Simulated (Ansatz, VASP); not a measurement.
Two plane-wave programs on Sr

```
Sr
1.0
     4.40405    0.00000    0.00000
    -2.20203    3.28149    0.00000
     0.00000    0.00000    7.19975
Sr
2
Direct
  0.33333 0.66667 0.25000
  0.66667 0.33333 0.75000
```

Change from the starting cell: strain +e along x and -e along y +0.0733, strain +e along z and -e/2 along x and y +0.0467.

Alike in both runs: task single point; functional PBEsol; k mesh 12 × 12 × 8; occupations gaussian, width 0.15 eV; no spin polarisation.

```csv
,VASP,Ansatz
version,VASP 6.6.1,Ansatz 0.2.0
potentials or method,"VASP PAW PBE potentials, release 64 (Sr_sv), cutoff 520 eV","scalar-relativistic, plane waves, PAW"
valence electrons in the cell,20,20
```

```csv
,VASP,Ansatz,Ansatz less VASP
gap on the k mesh at the Fermi level (eV),none,none,-
pressure (GPa),0.1,0.1,-0.01
"traceless stress, the component that is largest in VASP (GPa)",1.84,1.84,-0.002
rms of the force components (eV/Å),0.062,0.061,-0.0003
```

VASP's potentials were made for PBE, not for PBEsol. Atom by atom the forces differ by 0.000 eV/Å (rms over components). A gap of «none» marks a metal or a gap that the smearing closes.
